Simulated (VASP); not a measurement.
# Ga2GeO3 (P4/mmm) in VASP: single point with PBE

Aim: the single point of Ga2GeO3 with PBE.

Everything below comes from runs of VASP 6.6.1. Logs are shortened: lines on timing, memory, paths and dates and some standing lists are left out, and cuts for length are marked.

### Step 1. The cell of the first run

The structure is tetragonal, space group P4/mmm (No. 123). Conventional cell: a = 3.111 Å, b = 3.111 Å, c = 11.170 Å, α = 90.00°, β = 90.00°, γ = 90.00°. Within 2.2 Å of Ga (site symmetry 4mm) lie 1 O at 1.68 Å. Within 2.9 Å of Ge (site symmetry 4/mmm) lie 4 O at 2.20 Å. Within 2.9 Å of O (site symmetry 4/mmm) lie 4 Ge at 2.20 Å and 2 O at 2.71 Å. Within 2.2 Å of O (site symmetry 4mm) lie 1 Ga at 1.68 Å.

The cell was built from a structure type or drawn by symmetry, and may not be a known phase.

### Step 2. Single point, PBE

The input, INCAR:

```
SYSTEM = Ga2GeO3
  PREC = Accurate
  ENCUT = 520
  EDIFF = 1E-6
  ISMEAR = 0
  SIGMA = 0.1
  LREAL = .FALSE.
  LASPH = .TRUE.
  NELM = 100
  ALGO = Normal
  ISIF = 2
  LWAVE = .FALSE.
  LCHARG = .TRUE.
  GGA = PE
  LELF = .TRUE.
  LVHAR = .TRUE.
  NBANDS = 38
```

The input, KPOINTS:

```
regular mesh
0
G
  12 12 4
  0 0 0
```

The input, POSCAR:

```
Ga2GeO3
1.0
    3.1111653418      0.0000000000      0.0000000000
    0.0000000000      3.1111653418      0.0000000000
    0.0000000000      0.0000000000     11.1696684025
Ga Ge O
2 1 3
Direct
    0.0000000000      0.0000000000      0.3929021441
    0.0000000000      0.0000000000      0.6070978559
    0.5000000000      0.5000000000      0.0000000000
    0.0000000000      0.0000000000      0.0000000000
    0.0000000000      0.0000000000      0.7572040506
    0.0000000000      0.0000000000      0.2427959494
```

Potentials or basis: VASP PAW PBE potentials, release 64 (Ga_d, Ge_d, O).

On the command line:

```
$ cat potpaw_PBE.64/Ga_d/POTCAR potpaw_PBE.64/Ge_d/POTCAR potpaw_PBE.64/O/POTCAR > POTCAR
$ mpirun -np 1 vasp_std > vasp.out
```

OUTCAR:

```text
SYSTEM = Ga2GeO3
   PREC = Accurate
   ENCUT = 520
   EDIFF = 1E-6
   ISMEAR = 0
   LREAL = .FALSE.
   LASPH = .TRUE.
   NELM = 100
   ISIF = 2
   GGA = PE

 ion  position               nearest neighbor table
   1  0.000  0.000  0.393-   6 1.68   2 2.39
   2  0.000  0.000  0.607-   5 1.68   1 2.39
   3  0.500  0.500  0.000-   4 2.20   4 2.20   4 2.20   4 2.20
   4  0.000  0.000  0.000-   3 2.20   3 2.20   3 2.20   3 2.20
   5  0.000  0.000  0.757-   2 1.68
   6  0.000  0.000  0.243-   1 1.68

  LATTYP: Found a simple tetragonal cell.
 ALAT       =     3.1111653418
 C/A-ratio  =     3.5901879763

  Lattice vectors:

 A1 = (   3.1111653418,   0.0000000000,   0.0000000000)
 A2 = (   0.0000000000,   3.1111653418,   0.0000000000)
 A3 = (   0.0000000000,   0.0000000000,  11.1696684025)

Analysis of symmetry for initial positions (statically):
=====================================================================
 Subroutine PRICEL returns:
 Original cell was already a primitive cell.

 Routine SETGRP: Setting up the symmetry group for a
 simple tetragonal supercell.

 Subroutine GETGRP returns: Found 16 space group operations
 (whereof 16 operations were pure point group operations)
 out of a pool of 16 trial point group operations.

The static configuration has the point symmetry D_4h.

Analysis of symmetry for dynamics (positions and initial velocities):
=====================================================================
 Subroutine PRICEL returns:
 Original cell was already a primitive cell.

 Routine SETGRP: Setting up the symmetry group for a
 simple tetragonal supercell.

 Subroutine GETGRP returns: Found 16 space group operations
 (whereof 16 operations were pure point group operations)
 out of a pool of 16 trial point group operations.

The dynamic configuration has the point symmetry D_4h.

 Subroutine INISYM returns: Found 16 space group operations
 (whereof 16 operations are pure point group operations),
 and found     1 'primitive' translations

----------------------------------------------------------------------------------------

                                     Primitive cell

  volume of cell :     108.1151

  direct lattice vectors                    reciprocal lattice vectors
     3.111165342  0.000000000  0.000000000     0.321422969  0.000000000  0.000000000
     0.000000000  3.111165342  0.000000000     0.000000000  0.321422969  0.000000000
     0.000000000  0.000000000 11.169668402     0.000000000  0.000000000  0.089528173

  length of vectors
[... 95 lines left out ...]
   NFREE  =      0    steps in history (QN), initial steepest desc. (CG)
   ISIF   =      2    stress and relaxation
   ISYM   =      2    0-nonsym 1-usesym 2-fastsym
   POTIM  = 0.5000    time-step for ionic-motion
   TEBEG  =    0.0;   TEEND  =   0.0 temperature during run
   PSTRESS=    0.0 pullay stress
   NELECT =      58.0000    total number of electrons
   NUPDOWN=      -1.0000    fix difference up-down
   EMIN   =  10.00;   EMAX   =-10.00  energy-range for DOS
   EFERMI =   0.00;   METHOD = LEGACY
   ISMEAR =     0;   SIGMA  =   0.10  broadening in eV -4-tet -1-fermi 0-gaus
   EFERMI_NEDOS =   21; number of points for ismear=-14 and -15
   IALGO  =     38    algorithm
   IMIX   =      4    mixing-type and parameters
     AMIX     =   0.40;   BMIX     =  1.00
     AMIX_MAG =   1.60;   BMIX_MAG =  1.00
  volume/ion in A,a.u.               =      18.02       121.60
  Fermi-wavevector in a.u.,A,eV,Ry     =   1.330216  2.513743 24.075146  1.769473
  Thomas-Fermi vector in A             =   2.459319
   LORBIT       =      0    0 simple, 1 ext, 2 COOP (PROOUT), +10 PAW based schemes
   GGA     = PE    functional components
   LHFCALC =     F    Hartree Fock is set to
   AEXX    =    0.0000 exact exchange contribution
   IVDW    =     0    specifies the selected vdW correction
   LEPSILON=     F    determine dielectric tensor
   LRPA    =     F    only Hartree local field effects (RPA)
 non-spin polarized calculation
 Gauss-broadening in eV      SIGMA  =   0.10
  energy-cutoff  :      520.00
  volume of cell :      108.12
 maximum number of plane-waves:      2952
 NGX is ok and might be reduce to    24
   NGX = 11   NGY = 11   NGZ = 41

 number of electron      58.0000019 magnetization

 Free energy of the ion-electron system (eV)
  ---------------------------------------------------
  ext. energy  EPLUGINS =         0.00000000
  ---------------------------------------------------
  free energy    TOTEN  =       -26.03531155 eV

  energy without entropy =      -26.02470709  energy(sigma->0) =      -26.03000932

 E-fermi :   1.5151     XC(G=0):  -9.3210

 val. band max:        1.4861872827   @ k =   0.4167   0.1667   0.5000
 cond. band min:       1.5198495425   @ k =   0.3333   0.0833   0.0000
 fundamental gap:      0.0336622597
 Fermi energy:         1.5150822233

 k-point     1 :       0.0000    0.0000    0.0000
  band No.  band energies     occupation
      1     -23.2893      2.00000
      2     -23.1950      2.00000
      3     -23.1950      2.00000
      4     -23.1764      2.00000
      5     -23.1044      2.00000
      6     -16.8591      2.00000
[... 973 lines left out ...]
     37       7.9820      0.00000
     38       8.7336      0.00000

 [... further k-points ...]

------------------------ aborting loop because EDIFF is reached ----------------------------------------

  FORCE on cell =-STRESS in cart. coord.  units (eV):
  Direction    XX          YY          ZZ          XY          YZ          ZX
  --------------------------------------------------------------------------------------
  -------------------------------------------------------------------------------------
  Total       -0.0414101     -0.0414101      0.0346917      0.0000000      0.0000000      0.0000000
  in kB       -0.6136631     -0.6136631      0.5141025      0.0000000      0.0000000      0.0000000
  external PRESSURE =      -0.2377412 kB  Pullay stress =       0.0000000 kB

 VOLUME and BASIS-vectors are now :
 -----------------------------------------------------------------------------
  energy-cutoff  :      520.00
  volume of cell :      108.12
      direct lattice vectors                 reciprocal lattice vectors
     3.111165342  0.000000000  0.000000000     0.321422969  0.000000000  0.000000000
     0.000000000  3.111165342  0.000000000     0.000000000  0.321422969  0.000000000
     0.000000000  0.000000000 11.169668402     0.000000000  0.000000000  0.089528173

 POSITION                                       TOTAL-FORCE (eV/Angst)
 -----------------------------------------------------------------------------------
      0.00000      0.00000      4.38859         0.000000     -0.000000     -0.027427
      0.00000      0.00000      6.78108        -0.000000      0.000000      0.027427
      1.55558      1.55558      0.00000        -0.000000      0.000000      0.000000
      0.00000      0.00000      0.00000        -0.000000      0.000000      0.000000
      0.00000      0.00000      8.45772         0.000000      0.000000      0.016461
      0.00000      0.00000      2.71195        -0.000000      0.000000     -0.016461
 -----------------------------------------------------------------------------------
    total drift:                                0.000000     -0.000000     -0.000000

  FREE ENERGIE OF THE ION-ELECTRON SYSTEM (eV)
  ---------------------------------------------------
  free  energy   TOTEN  =       -26.0353115479 eV

  energy  without entropy=      -26.0247070914  energy(sigma->0) =      -26.03000932
```

OSZICAR:

```text
N       E                     dE             d eps       ncg     rms          rms(c)
DAV:   1     0.614170284236E+03    0.61417E+03   -0.27719E+04  7548   0.292E+03
DAV:   2     0.885352662070E+02   -0.52564E+03   -0.49892E+03  6848   0.790E+02
DAV:   3    -0.249080386623E+02   -0.11344E+03   -0.11011E+03  7242   0.211E+02
DAV:   4    -0.332498808477E+02   -0.83418E+01   -0.82515E+01  7844   0.652E+01
DAV:   5    -0.334875843662E+02   -0.23770E+00   -0.23738E+00  7380   0.111E+01    0.150E+01
DAV:   6    -0.281093154701E+02    0.53783E+01   -0.55470E+01 10644   0.571E+01    0.106E+01
DAV:   7    -0.261657888776E+02    0.19435E+01   -0.10052E+01  8842   0.244E+01    0.334E+00
DAV:   8    -0.261183333042E+02    0.47456E-01   -0.13293E+00  7006   0.601E+00    0.190E+00
DAV:   9    -0.260864770322E+02    0.31856E-01   -0.45624E-01  8956   0.439E+00    0.220E+00
DAV:  10    -0.260354980152E+02    0.50979E-01   -0.22692E-01  8602   0.322E+00    0.515E-01
DAV:  11    -0.260360629537E+02   -0.56494E-03   -0.45024E-02  7560   0.118E+00    0.327E-01
DAV:  12    -0.260355834286E+02    0.47953E-03   -0.13210E-02  8408   0.814E-01    0.166E-01
DAV:  13    -0.260353202048E+02    0.26322E-03   -0.12842E-03  7262   0.262E-01    0.716E-02
DAV:  14    -0.260353101656E+02    0.10039E-04   -0.36607E-04  8526   0.117E-01    0.176E-02
DAV:  15    -0.260353122349E+02   -0.20693E-05   -0.11298E-04  7272   0.531E-02    0.109E-02
DAV:  16    -0.260353115479E+02    0.68701E-06   -0.96869E-06  7014   0.196E-02
   1 F= -.26035312E+02 E0= -.26030009E+02  d E =-.106045E-01
```

stdout:

```text
POSCAR found type information on POSCAR GaGeO
 POSCAR found :  3 types and       6 ions
 scaLAPACK will be used
 LDA part: xc-table for (Slater+PW92), standard interpolation
 POSCAR, INCAR and KPOINTS ok, starting setup
 FFT: planning ... GRIDC
 FFT: planning ... GRID_SOFT
 FFT: planning ... GRID
 WAVECAR not read
 entering main loop
```

Run time: 6.7 min. Hardware: 1 thread of Intel Xeon 8259CL, shared host; peak memory 0.42 GiB.

Results:

- Free energy: -26.0353 eV
- Pressure: 0.0 GPa
- Largest force: 0.027 eV/Å
- Band gap on the k mesh: zero (bands 29 and 30 overlap by 0.21 eV)

Forces in eV/Å, atoms in the order of the input:
```
Ga   0.000  0.000 -0.027
Ga   0.000  0.000  0.027
Ge   0.000  0.000  0.000
O    0.000  0.000  0.000
O    0.000  0.000  0.016
O    0.000  0.000 -0.016
```
